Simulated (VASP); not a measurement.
# C (Pm-3m) in VASP: single point with LDA

Aim: the single point of C with LDA.

Program: VASP 6.6.1. These are calculated values, not measurements. Logs are shortened: lines on timing, memory, paths and dates and some standing lists are left out, and cuts for length are marked.

## (1) The cell of the first run

It takes space group Pm-3m (No. 221, cubic). Conventional cell: a = 4.267 Å, b = 4.267 Å, c = 4.267 Å, α = 90.00°, β = 90.00°, γ = 90.00°. Within 5.6 Å of C (site symmetry m-3m) lie 6 C at 4.27 Å.

## (2) Single point, LDA

The input, INCAR:

```
PREC = Accurate ; ENCUT = 520
EDIFF = 1E-6 ; ISMEAR = 1
SIGMA = 0.15 ; LREAL = False
LASPH = True ; NELM = 80
ALGO = Normal ; ISIF = 2
LWAVE = False ; LCHARG = True
LELF = True ; LVHAR = True
NBANDS = 8
```

The input, KPOINTS:

```
Automatic mesh
0
Gamma
  6 6 6
```

The input, POSCAR:

```
C
1.0
    4.2669450000      0.0000000000      0.0000000000
    0.0000000000      4.2669450000      0.0000000000
    0.0000000000      0.0000000000      4.2669450000
C
1
Direct
    0.0000000000      0.0000000000      0.0000000000
```

Potentials or basis: VASP PAW LDA potentials, release 64 (C).

Command:

```bash
> cat potpaw_LDA.64/C/POTCAR > POTCAR
> mpirun -np 1 vasp_std > vasp.out
```

OUTCAR:

```text
PREC = Accurate
   ENCUT = 520
   EDIFF = 1E-6
   ISMEAR = 1
   LREAL = False
   LASPH = True
   NELM = 80
   ISIF = 2

 ion  position               nearest neighbor table
   1  0.000  0.000  0.000-

  LATTYP: Found a simple cubic cell.
 ALAT       =     4.2669450000

  Lattice vectors:

 A1 = (   4.2669450000,   0.0000000000,   0.0000000000)
 A2 = (   0.0000000000,   4.2669450000,   0.0000000000)
 A3 = (   0.0000000000,   0.0000000000,   4.2669450000)

Analysis of symmetry for initial positions (statically):
=====================================================================
 Subroutine PRICEL returns:
 Original cell was already a primitive cell.

 Routine SETGRP: Setting up the symmetry group for a
 simple cubic supercell.

 Subroutine GETGRP returns: Found 48 space group operations
 (whereof 48 operations were pure point group operations)
 out of a pool of 48 trial point group operations.

The static configuration has the point symmetry O_h .

Analysis of symmetry for dynamics (positions and initial velocities):
=====================================================================
 Subroutine PRICEL returns:
 Original cell was already a primitive cell.

 Routine SETGRP: Setting up the symmetry group for a
 simple cubic supercell.

 Subroutine GETGRP returns: Found 48 space group operations
 (whereof 48 operations were pure point group operations)
 out of a pool of 48 trial point group operations.

The dynamic configuration has the point symmetry O_h .

 Subroutine INISYM returns: Found 48 space group operations
 (whereof 48 operations are pure point group operations),
 and found     1 'primitive' translations

----------------------------------------------------------------------------------------

                                     Primitive cell

  volume of cell :      77.6875

  direct lattice vectors                    reciprocal lattice vectors
     4.266945000  0.000000000  0.000000000     0.234359712  0.000000000  0.000000000
     0.000000000  4.266945000  0.000000000     0.000000000  0.234359712  0.000000000
     0.000000000  0.000000000  4.266945000     0.000000000  0.000000000  0.234359712

  length of vectors
     4.266945000  4.266945000  4.266945000     0.234359712  0.234359712  0.234359712

  position of ions in fractional coordinates (direct lattice)
     0.000000000  0.000000000  0.000000000

  ion indices of the primitive-cell ions
   primitive index   ion index
                 1           1

----------------------------------------------------------------------------------------

 KPOINTS: Automatic mesh

Automatic generation of k-mesh.
 Grid dimensions read from file:
 generate k-points for:    6    6    6

 Generating k-lattice:

  Cartesian coordinates                     Fractional coordinates (reciprocal lattice)
     0.039059952  0.000000000  0.000000000     0.166666667  0.000000000  0.000000000
     0.000000000  0.039059952  0.000000000     0.000000000  0.166666667  0.000000000
     0.000000000  0.000000000  0.039059952     0.000000000  0.000000000  0.166666667

  Length of vectors
     0.039059952  0.039059952  0.039059952

  Shift w.r.t. Gamma in fractional coordinates (k-lattice)
     0.000000000  0.000000000  0.000000000

 Subroutine IBZKPT returns following result:
 ===========================================

 Found     20 irreducible k-points:

 Following reciprocal coordinates:
            Coordinates               Weight
  0.000000  0.000000  0.000000      1.000000
  0.166667  0.000000  0.000000      6.000000
  0.333333  0.000000  0.000000      6.000000
  0.500000  0.000000  0.000000      3.000000
  0.166667  0.166667  0.000000     12.000000
  0.333333  0.166667  0.000000     24.000000
[... 12 lines left out ...]
  0.500000  0.500000  0.333333      6.000000
  0.500000  0.500000  0.500000      1.000000
   k-points           NKPTS =     20   k-points in BZ     NKDIM =     20   number of bands    NBANDS=      8
   number of dos      NEDOS =    301   number of ions     NIONS =      1
   total plane-waves  NPLWV =  32768
   dimension x,y,z NGX =    32 NGY =   32 NGZ =   32
   dimension x,y,z NGXF=    64 NGYF=   64 NGZF=   64
   ions per type =               1
   NGX,Y,Z   is equivalent  to a cutoff of  12.47, 12.47, 12.47 a.u.
   NGXF,Y,Z  is equivalent  to a cutoff of  24.94, 24.94, 24.94 a.u.
 SYSTEM =  unknown system
   PREC   = accura    normal or accurate (medium, high low for compatibility)
   ISTART =      0    job   : 0-new  1-cont  2-samecut
   ICHARG =      2    charge: 1-file 2-atom 10-const
   ISPIN  =      1    spin polarized calculation?
   LNONCOLLINEAR =      F non collinear calculations
   LSORBIT =      F    spin-orbit coupling
   LASPH  =      T    aspherical Exc in radial PAW
   ENCUT  =  520.0 eV  38.22 Ry    6.18 a.u.   7.93  7.93  7.93*2*pi/ulx,y,z
   NELM   =     80;   NELMIN=  2; NELMDL= -5     # of ELM steps
   EDIFF  = 0.1E-05   stopping-criterion for ELM
   LREAL  =      F    real-space projection
   EDIFFG = 0.1E-04   stopping-criterion for IOM
   NSW    =      0    number of steps for IOM
   IBRION =     -1    ionic relax: 0-MD 1-quasi-New 2-CG
   NFREE  =      0    steps in history (QN), initial steepest desc. (CG)
   ISIF   =      2    stress and relaxation
   ISYM   =      2    0-nonsym 1-usesym 2-fastsym
   POTIM  = 0.5000    time-step for ionic-motion
   TEBEG  =    0.0;   TEEND  =   0.0 temperature during run
   PSTRESS=    0.0 pullay stress
   NELECT =       4.0000    total number of electrons
   NUPDOWN=      -1.0000    fix difference up-down
   EMIN   =  10.00;   EMAX   =-10.00  energy-range for DOS
   EFERMI =   0.00;   METHOD = LEGACY
   ISMEAR =     1;   SIGMA  =   0.15  broadening in eV -4-tet -1-fermi 0-gaus
   EFERMI_NEDOS =   21; number of points for ismear=-14 and -15
   IALGO  =     38    algorithm
   IMIX   =      4    mixing-type and parameters
     AMIX     =   0.40;   BMIX     =  1.00
     AMIX_MAG =   1.60;   BMIX_MAG =  1.00
  volume/ion in A,a.u.               =      77.69       524.26
  Fermi-wavevector in a.u.,A,eV,Ry     =   0.609038  1.150915  5.046773  0.370927
  Thomas-Fermi vector in A             =   1.664087
   LORBIT       =      0    0 simple, 1 ext, 2 COOP (PROOUT), +10 PAW based schemes
   GGA     = CA    functional components
   LHFCALC =     F    Hartree Fock is set to
   AEXX    =    0.0000 exact exchange contribution
   IVDW    =     0    specifies the selected vdW correction
   LEPSILON=     F    determine dielectric tensor
   LRPA    =     F    only Hartree local field effects (RPA)
 non-spin polarized calculation
 Methfessel and Paxton  Order N= 1 SIGMA  =   0.15
  energy-cutoff  :      520.00
  volume of cell :       77.69
 maximum number of plane-waves:      2176
 NGX is ok and might be reduce to    32
   NGX = 15   NGY = 15   NGZ = 15

 number of electron       4.0000000 magnetization

 Free energy of the ion-electron system (eV)
  ---------------------------------------------------
  ext. energy  EPLUGINS =         0.00000000
  ---------------------------------------------------
  free energy    TOTEN  =        -0.54791435 eV

  energy without entropy =       -0.53260785  energy(sigma->0) =       -0.54281218

 E-fermi :  -4.6601     XC(G=0):  -4.3138

 val. band max:       -4.6700525877   @ k =   0.5000   0.5000   0.5000
 cond. band min:      -4.6588282243   @ k =   0.5000   0.3333   0.0000
 fundamental gap:      0.0112243634
 Fermi energy:        -4.6601468335

 k-point     1 :       0.0000    0.0000    0.0000
  band No.  band energies     occupation
      1     -12.8848      2.00000
      2      -4.2714     -0.00153
      3      -4.2714     -0.00153
      4      -4.2714     -0.00153
      5      -0.0190      0.00000
      6       5.3337      0.00000
      7       5.3337      0.00000
      8       7.9782      0.00000

 k-point     2 :       0.1667    0.0000    0.0000
  band No.  band energies     occupation
      1     -12.8618      2.00000
      2      -4.4624     -0.06855
      3      -4.2561     -0.00093
      4      -4.2561     -0.00093
      5       0.2927      0.00000
      6       4.7742      0.00000
      7       5.5357      0.00000
      8       7.9312      0.00000

 k-point     3 :       0.3333    0.0000    0.0000
  band No.  band energies     occupation
      1     -12.8148      2.00000
      2      -4.8043      2.04114
      3      -4.2250     -0.00032
      4      -4.2250     -0.00032
      5       1.0863      0.00000
      6       3.5077      0.00000
      7       6.0927      0.00000
      8       7.7965      0.00000

 k-point     4 :       0.5000    0.0000    0.0000
  band No.  band energies     occupation
      1     -12.7908      2.00000
      2      -4.9603      2.01594
      3      -4.2093     -0.00018
      4      -4.2093     -0.00018
      5       2.1246      0.00000
      6       2.2636      0.00000
      7       6.5744      0.00000
      8       7.7094      0.00000

 k-point     5 :       0.1667    0.1667    0.0000
  band No.  band energies     occupation
      1     -12.8394      2.00000
      2      -4.4674     -0.06988
      3      -4.4099     -0.03989
      4      -4.2412     -0.00057
      5       0.5796      0.00000
      6       4.8525      0.00000
      7       5.1201      0.00000
      8       7.2612      0.00000
[... 133 lines left out ...]
 k-point    18 :       0.5000    0.3333    0.3333
  band No.  band energies     occupation
      1     -12.6689      2.00000
      2      -4.7372      1.75496
      3      -4.5925      0.31594
      4      -4.5605      0.10654
      5       2.9429      0.00000
      6       3.9055      0.00000
      7       4.4871      0.00000
      8       6.2976      0.00000

 k-point    19 :       0.5000    0.5000    0.3333
  band No.  band energies     occupation
      1     -12.6488      2.00000
      2      -4.7022      1.45441
      3      -4.7022      1.45441
      4      -4.5483      0.05036
      5       3.3409      0.00000
      6       4.0876      0.00000
      7       4.0876      0.00000
      8       6.0894      0.00000

 k-point    20 :       0.5000    0.5000    0.5000
  band No.  band energies     occupation
      1     -12.6292      2.00000
      2      -4.6701      1.11150
      3      -4.6701      1.11150
      4      -4.6701      1.11150
      5       4.0346      0.00000
      6       4.0346      0.00000
      7       4.0346      0.00000
      8       5.1691      0.00000

------------------------ aborting loop because EDIFF is reached ----------------------------------------

  FORCE on cell =-STRESS in cart. coord.  units (eV):
  Direction    XX          YY          ZZ          XY          YZ          ZX
  --------------------------------------------------------------------------------------
  -------------------------------------------------------------------------------------
  Total       -0.9641191     -0.9641191     -0.9641191     -0.0000000      0.0000000      0.0000000
  in kB      -19.8833767    -19.8833767    -19.8833767     -0.0000000      0.0000000      0.0000000
  external PRESSURE =     -19.8833767 kB  Pullay stress =       0.0000000 kB

 VOLUME and BASIS-vectors are now :
 -----------------------------------------------------------------------------
  energy-cutoff  :      520.00
  volume of cell :       77.69
      direct lattice vectors                 reciprocal lattice vectors
     4.266945000  0.000000000  0.000000000     0.234359712  0.000000000  0.000000000
     0.000000000  4.266945000  0.000000000     0.000000000  0.234359712  0.000000000
     0.000000000  0.000000000  4.266945000     0.000000000  0.000000000  0.234359712

 POSITION                                       TOTAL-FORCE (eV/Angst)
 -----------------------------------------------------------------------------------
      0.00000      0.00000      0.00000         0.000000      0.000000      0.000000
 -----------------------------------------------------------------------------------
    total drift:                                0.000000      0.000000      0.000000

  FREE ENERGIE OF THE ION-ELECTRON SYSTEM (eV)
  ---------------------------------------------------
  free  energy   TOTEN  =        -0.5479143460 eV

  energy  without entropy=       -0.5326078522  energy(sigma->0) =       -0.54281218
```

Wall time 6.8 s (1 thread of AMD EPYC 7R13 (Zen 3), shared host); peak memory 0.11 GiB.

What came out:

```yaml
Free_energy: -0.5479 eV
Pressure: -2.0 GPa
Band_gap_on_the_k_mesh: zero (band 2 reaches -4.27 eV, above the bottom of band 3 at -4.80 eV)
```

Levels at points of the mesh, in eV from the Fermi level:
```csv
k point,band 1,band 2,band 3,band 4,band 5
"(0.00, 0.00, 0.00)",-8.22,0.39,0.39,0.39,4.64
"(0.50, 0.00, 0.00)",-8.13,-0.30,0.45,0.45,6.78
"(0.50, 0.50, 0.00)",-8.05,-0.14,-0.14,0.51,7.14
"(0.50, 0.50, 0.50)",-7.97,-0.01,-0.01,-0.01,8.69
```
